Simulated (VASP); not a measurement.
# Rh (P6_3/mmc) in VASP: relaxation of cell and atoms with PBE

Aim: the relaxation of cell and atoms of Rh with PBE.

All numbers are computed with VASP 6.6.1; they aren't measurements. Logs are shortened: lines on timing, memory, paths and dates and some standing lists are left out, and cuts for length are marked.

### 1 The cell of the first run

Symmetry: P6_3/mmc, No. 194, hexagonal system. The conventional cell has a = 3.797 Å, b = 3.797 Å, c = 5.299 Å, α = 90.00°, β = 90.00°, γ = 120.00°. Within 3.4 Å of Rh (site symmetry -3m) lie 8 Rh at 2.56 to 2.65 Å. Within 3.5 Å of Rh (site symmetry -6m2) lie 12 Rh at 2.56 to 3.44 Å.

This isn't the form of Rh at room conditions, which is fcc.

### 2 Relaxation of cell and atoms, PBE

Input file INCAR:

```
PREC = Accurate
ENCUT = 600
EDIFF = 1E-6
ISMEAR = 0
SIGMA = 0.1
LREAL = False
LASPH = True
NELM = 80
ALGO = Fast
ISIF = 3
LWAVE = False
LCHARG = False
GGA = PE
IBRION = 2
NSW = 100
EDIFFG = -0.01
```

Input file KPOINTS:

```
regular mesh
0
Gamma
  15 15 10
```

Input file POSCAR:

```
Rh
1.0
    3.7971771049      0.0000000000      0.0000000000
   -1.8985885524      3.2884518355      0.0000000000
    0.0000000000      0.0000000000      5.2986425903
Rh
4
Direct
    0.0000000000      0.0000000000      0.0000000000
    0.0000000000      0.0000000000      0.5000000000
    0.3333333333      0.6666666667      0.7500000000
    0.6666666667      0.3333333333      0.2500000000
```

Potentials or basis: VASP PAW PBE potentials, release 64 (Rh_pv).

The run is started by

```sh
cat potpaw_PBE.64/Rh_pv/POTCAR > POTCAR
mpirun -np 1 vasp_std > vasp.out
```

OUTCAR:

```text
PREC = Accurate
   ENCUT = 600
   EDIFF = 1E-6
   ISMEAR = 0
   LREAL = False
   LASPH = True
   NELM = 80
   ISIF = 3
   GGA = PE
   IBRION = 2
   NSW = 100
   EDIFFG = -0.01

 ion  position               nearest neighbor table
   1  0.000  0.000  0.000-   3 2.56   4 2.56   3 2.56   4 2.56   4 2.56   3 2.56   2 2.65   2 2.65

   2  0.000  0.000  0.500-   3 2.56   4 2.56   3 2.56   4 2.56   4 2.56   3 2.56   1 2.65   1 2.65

   3  0.333  0.667  0.750-   1 2.56   2 2.56   1 2.56   2 2.56   1 2.56   2 2.56
   4  0.667  0.333  0.250-   1 2.56   2 2.56   1 2.56   2 2.56   1 2.56   2 2.56

  LATTYP: Found a hexagonal cell.
 ALAT       =     3.7971771049
 C/A-ratio  =     1.3954162379

  Lattice vectors:

 A1 = (   3.7971771049,   0.0000000000,   0.0000000000)
 A2 = (  -1.8985885524,   3.2884518355,   0.0000000000)
 A3 = (   0.0000000000,   0.0000000000,   5.2986425903)

Analysis of symmetry for initial positions (statically):
=====================================================================
 Subroutine PRICEL returns:
 Original cell was already a primitive cell.

 Routine SETGRP: Setting up the symmetry group for a
 hexagonal supercell.

 Subroutine GETGRP returns: Found 24 space group operations
 (whereof 12 operations were pure point group operations)
 out of a pool of 24 trial point group operations.

The static configuration has the point symmetry D_3d.
 The point group associated with its full space group is D_6h.

Analysis of symmetry for dynamics (positions and initial velocities):
=====================================================================
 Subroutine PRICEL returns:
 Original cell was already a primitive cell.

 Routine SETGRP: Setting up the symmetry group for a
 hexagonal supercell.

 Subroutine GETGRP returns: Found 24 space group operations
 (whereof 12 operations were pure point group operations)
 out of a pool of 24 trial point group operations.

The dynamic configuration has the point symmetry D_3d.
 The point group associated with its full space group is D_6h.

 Subroutine INISYM returns: Found 24 space group operations
 (whereof 12 operations are pure point group operations),
 and found     1 'primitive' translations

----------------------------------------------------------------------------------------

                                     Primitive cell

  volume of cell :      66.1633

[... 100 lines left out ...]
   POTIM  = 0.5000    time-step for ionic-motion
   TEBEG  =    0.0;   TEEND  =   0.0 temperature during run
   PSTRESS=    0.0 pullay stress
   NELECT =      60.0000    total number of electrons
   NUPDOWN=      -1.0000    fix difference up-down
   EMIN   =  10.00;   EMAX   =-10.00  energy-range for DOS
   EFERMI =   0.00;   METHOD = LEGACY
   ISMEAR =     0;   SIGMA  =   0.10  broadening in eV -4-tet -1-fermi 0-gaus
   EFERMI_NEDOS =   21; number of points for ismear=-14 and -15
   IALGO  =     68    algorithm
   IMIX   =      4    mixing-type and parameters
     AMIX     =   0.40;   BMIX     =  1.00
     AMIX_MAG =   1.60;   BMIX_MAG =  1.00
  volume/ion in A,a.u.               =      16.54       111.62
  Fermi-wavevector in a.u.,A,eV,Ry     =   1.584600  2.994459 34.163637  2.510956
  Thomas-Fermi vector in A             =   2.684193
   LORBIT       =      0    0 simple, 1 ext, 2 COOP (PROOUT), +10 PAW based schemes
   GGA     = PE    functional components
   LHFCALC =     F    Hartree Fock is set to
   AEXX    =    0.0000 exact exchange contribution
   IVDW    =     0    specifies the selected vdW correction
   LEPSILON=     F    determine dielectric tensor
   LRPA    =     F    only Hartree local field effects (RPA)
 conjugate gradient relaxation of ions
 non-spin polarized calculation
 RMM-DIIS sequential band-by-band and
 Gauss-broadening in eV      SIGMA  =   0.10
  energy-cutoff  :      600.00
  volume of cell :       66.16
 maximum number of plane-waves:      2233
   NGX = 15   NGY = 15   NGZ = 21

--------------------------------------- Ionic step        1  -------------------------------------------

 number of electron      60.0000008 magnetization

 Free energy of the ion-electron system (eV)
  ---------------------------------------------------
  ext. energy  EPLUGINS =         0.00000000
  ---------------------------------------------------
  free energy    TOTEN  =       -26.54110351 eV

  energy without entropy =      -26.50461889  energy(sigma->0) =      -26.52286120

------------------------ aborting loop because EDIFF is reached ----------------------------------------

  FORCE on cell =-STRESS in cart. coord.  units (eV):
  Direction    XX          YY          ZZ          XY          YZ          ZX
  --------------------------------------------------------------------------------------
  -------------------------------------------------------------------------------------
  Total       -0.2536715     -0.2536715      0.3433454     -0.0000000      0.0000000      0.0000000
  in kB       -6.1427848     -6.1427848      8.3142841     -0.0000000      0.0000000      0.0000000
  external PRESSURE =      -1.3237618 kB  Pullay stress =       0.0000000 kB
[... 139 lines left out ...]
--------------------------------------- Ionic step        5  -------------------------------------------

 number of electron      60.0000021 magnetization

 Free energy of the ion-electron system (eV)
  ---------------------------------------------------
  ext. energy  EPLUGINS =         0.00000000
  ---------------------------------------------------
  free energy    TOTEN  =       -26.54396943 eV

  energy without entropy =      -26.50825777  energy(sigma->0) =      -26.52611360

 E-fermi :   8.9447     XC(G=0): -12.6839

 val. band max:        8.9436172380   @ k =   0.3333   0.2000   0.1000
 cond. band min:       8.9465673467   @ k =   0.3333   0.2667   0.2000
 fundamental gap:      0.0029501087
 Fermi energy:         8.9446735601

 k-point     1 :       0.0000    0.0000    0.0000
  band No.  band energies     occupation
      1     -37.8273      2.00000
      2     -37.7258      2.00000
      3     -37.7258      2.00000
      4     -37.4956      2.00000
      5     -37.4956      2.00000
      6     -37.4848      2.00000
[... 925 lines left out ...]
     35      11.5952      0.00000
     36      13.1479      0.00000

 [... further k-points ...]

------------------------ aborting loop because EDIFF is reached ----------------------------------------

  FORCE on cell =-STRESS in cart. coord.  units (eV):
  Direction    XX          YY          ZZ          XY          YZ          ZX
  --------------------------------------------------------------------------------------
  -------------------------------------------------------------------------------------
  Total        0.0118162      0.0118162     -0.0041954      0.0000000      0.0000000      0.0000000
  in kB        0.2865578      0.2865578     -0.1017439      0.0000000      0.0000000      0.0000000
  external PRESSURE =       0.1571239 kB  Pullay stress =       0.0000000 kB
[... 19 lines left out ...]
  FREE ENERGIE OF THE ION-ELECTRON SYSTEM (eV)
  ---------------------------------------------------
  free  energy   TOTEN  =       -26.5439694342 eV

  energy  without entropy=      -26.5082577721  energy(sigma->0) =      -26.52611360

 reached required accuracy - stopping structural energy minimisation
```

Wall time 43 min (1 thread of Intel Xeon 8259CL, shared host); peak memory 0.44 GiB.

What came out:

```yaml
Free_energy: -26.5440 eV
Relaxed_volume: 16.52 Å³/atom
Relaxed_cell: a = 3.777 Å, b = 3.777 Å, c = 5.347 Å, α = 90.00°, β = 90.00°, γ = 120.00°
Space_group_after_relaxing_to_0.1_Å: P6_3/mmc (No. 194)
Energy_gained_by_relaxing: 0.7 meV/atom
Ionic_steps: 5
Pressure_after_relaxing: 0.0 GPa
Band_gap_on_the_k_mesh: zero (bands 30 and 31 overlap by 1.00 eV)
```

Step by step:
```tsv
step	energy change (eV)	largest force (eV/Å)	pressure (GPa)	volume (Å³)
1	0.0000	0.0000	-0.13	66.16
2	-0.0021	0.0000	0.22	66.03
3	-0.0026	0.0000	0.46	65.93
4	-0.0017	0.0000	-0.97	66.38
5	-0.0029	0.0000	0.02	66.07
```

Final structure:
```
Rh
1.0
     3.77711    0.00000    0.00000
    -1.88855    3.27107    0.00000
     0.00000    0.00000    5.34719
Rh
4
Direct
  0.00000 0.00000 0.00000
  0.00000 0.00000 0.50000
  0.33333 0.66667 0.75000
  0.66667 0.33333 0.25000
```

Levels at points of the mesh, in eV from the Fermi level:
| k point | band 27 | band 28 | band 29 | band 30 | band 31 | band 32 | band 33 | band 34 |
| --- | --- | --- | --- | --- | --- | --- | --- | --- |
| (0.00, 0.00, 0.00) | -1.01 | -1.01 | -0.27 | 0.79 | 0.79 | 1.76 | 1.76 | 2.09 |
| (0.00, 0.00, 0.50) | -0.18 | -0.18 | -0.18 | -0.18 | 0.91 | 0.91 | 0.91 | 0.91 |
